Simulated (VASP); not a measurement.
The system is C.

```
C
1.0
     2.46729    0.00000    0.00000
    -1.23365    2.13674    0.00000
     0.00000    0.00000    7.80307
C
4
Direct
  0.00000 0.00000 0.25000
  0.00000 0.00000 0.75000
  0.33333 0.66667 0.25000
  0.66667 0.33333 0.75000
```

* Program: VASP 6.6.1
* Task: relaxation of cell and atoms
* Functional: PBEsol
* Potentials or basis: VASP PAW PBE potentials, release 64 (C)
* Cutoff: 600 eV
* k mesh: 21 × 21 × 6
* Occupations: gaussian, width 0.1 eV
* Spin: no spin polarisation

At the start: pressure -2.3 GPa; volume 10.28 Å³/atom.

Task: How do energy, volume and symmetry change on relaxing?

Result: Over 15 steps the energy falls by 3.0 meV/atom and the volume is 9.26 Å³/atom (-10.0 %); space group P6_3/mmc (No. 194, to 0.1 Å) before and after.

Step by step:
```
step  energy change (eV)  largest force (eV/Å)  pressure (GPa)  volume (Å³)
   1              0.0000                0.0000           -2.29        41.14
   2              0.0106                0.0000            4.93        40.27
   3             -0.0025                0.0000           -0.16        40.87
   4             -0.0025                0.0000           -0.12        40.87
   5             -0.0027                0.0000           -0.12        40.81
   6             -0.0033                0.0000           -0.11        40.63
   7             -0.0045                0.0000           -0.10        40.27
   8             -0.0068                0.0000           -0.08        39.56
   9             -0.0108                0.0000            0.02        38.13
  10             -0.0076                0.0000            0.50        35.29
  11             -0.0120                0.0000            0.10        37.36
  12             -0.0121                0.0000            0.17        36.89
  13             -0.0121                0.0000            0.14        37.02
  14              0.0026                0.0000           -5.66        37.45
  15             -0.0121                0.0000           -0.01        37.03
```

Final structure:
```
C
1.0
     2.45966    0.00000    0.00000
    -1.22983    2.13013    0.00000
     0.00000    0.00000    7.06785
C
4
Cartesian
  0.0000 0.0000 1.7670
  0.0000 0.0000 5.3009
  0.0000 1.4201 1.7670
  1.2298 0.7100 5.3009
```

Caveat: this functional lacks dispersion, which binds the layers, so the pressure and a relaxed spacing across them are unreliable; the PAW data sets were made with another functional, which shifts forces and pressure a little.
